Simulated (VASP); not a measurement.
# V: single point with LDA

V:

```
CELL_PARAMETERS angstrom
-1.46281 1.46281 1.46281
1.46281 -1.46281 1.46281
2.92562 2.92562 -2.92562
ATOMIC_POSITIONS crystal
V 0.00000 0.00000 0.00000
V 0.00000 0.00000 0.50000
```

```json
{"Program": "VASP 6.6.1", "Task": "single point", "Functional": "LDA", "Potentials or basis": "VASP PAW LDA potentials, release 64 (V_sv)", "Cutoff": "500 eV", "k mesh": "20 × 20 × 10", "Occupations": "gaussian, width 0.05 eV", "Spin": "collinear spin, antiferromagnetic start", "Starting moments": "[1.0, -1.0] μB"}
```

| Quantity | Value |
| --- | --- |
| Pressure | 0.5 GPa |
| Band gap on the k mesh | zero (filled and empty bands overlap) |
| Net moment | 0.00 μB per cell |
| Valence electrons inside the program's atomic spheres | V 11.81 |

Levels at points of the mesh, in eV from the Fermi level:
Spin up:
```
           k point  band 11  band 12  band 13  band 14  band 15  band 16
(0.00, 0.00, 0.00)    -1.30     0.40     0.40     0.40     2.04     2.59
(0.50, 0.00, 0.00)    -1.30    -1.30     2.04     2.04     2.62     2.62
(0.50, 0.50, 0.00)    -3.36    -1.30     2.04     2.62     3.00     4.10
(0.00, 0.00, 0.50)    -0.51    -0.51    -0.03    -0.03     2.20     2.20
(0.50, 0.00, 0.50)    -1.27    -1.27    -0.46    -0.46     2.37     2.37
(0.50, 0.50, 0.50)    -1.73    -1.73     0.80     0.80     1.71     1.71
```
Spin down:
```
           k point  band 9  band 10  band 11  band 12  band 13  band 14  band 15  band 16  band 17  band 18
(0.00, 0.00, 0.00)   -6.65    -3.43    -1.30     0.40     0.40     0.40     2.04     2.59     2.59     2.62
(0.50, 0.00, 0.00)   -3.43    -3.43    -1.30    -1.30     2.04     2.04     2.62     2.62     3.00     3.00
(0.50, 0.50, 0.00)   -3.43    -3.36    -3.36    -1.30     2.04     2.62     3.00     4.10     4.10     4.10
(0.00, 0.00, 0.50)   -4.41    -4.41    -0.51    -0.51    -0.03    -0.03     2.20     2.20     2.24     2.24
(0.50, 0.00, 0.50)   -2.25    -2.25    -1.27    -1.27    -0.46    -0.46     2.37     2.37     3.14     3.14
(0.50, 0.50, 0.50)   -2.49    -2.49    -1.73    -1.73     0.80     0.80     1.71     1.71     4.32     4.32
```

It took 14 min on 1 thread of Intel Xeon 8259CL, on a shared host, peak memory 0.51 GiB.
